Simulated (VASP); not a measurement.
A run of VASP 6.6.1 is set up as follows.

The input INCAR:

```
ALGO = Normal ; EDIFF = 1E-6
ENCUT = 520 ; GGA = RE
ISIF = 2 ; ISMEAR = -1
IVDW = 12 ; LASPH = T
LCHARG = T ; LELF = T
LREAL = F ; LVHAR = T
LWAVE = F ; NBANDS = 17
NELM = 80 ; PREC = Accurate
SIGMA = 0.05
```

Contents of KPOINTS:

```
k-points
0
Gamma
  7 7 7
```

The input POSCAR:

```
SnTe
1.0
    0.0000000000      3.2126470615      3.2126470615
    3.2126470615      0.0000000000      3.2126470615
    3.2126470615      3.2126470615      0.0000000000
Te Sn
1 1
Direct
    0.5000000000      0.5000000000      0.5000000000
    0.0000000000      0.0000000000      0.0000000000
```

Potentials or basis: VASP PAW PBE potentials, release 64 (Te, Sn_d).

Run with:

```sh
$ cat potpaw_PBE.64/Te/POTCAR potpaw_PBE.64/Sn_d/POTCAR > POTCAR
$ mpirun -np 1 vasp_std > vasp.out
```

Question: Estimate the pressure.

Answer: -2.8 GPa.

Question: Estimate the dispersion energy per atom.

Answer: -0.709 eV.

Caveat: the PAW data sets were made with another functional, which shifts forces and pressure a little.
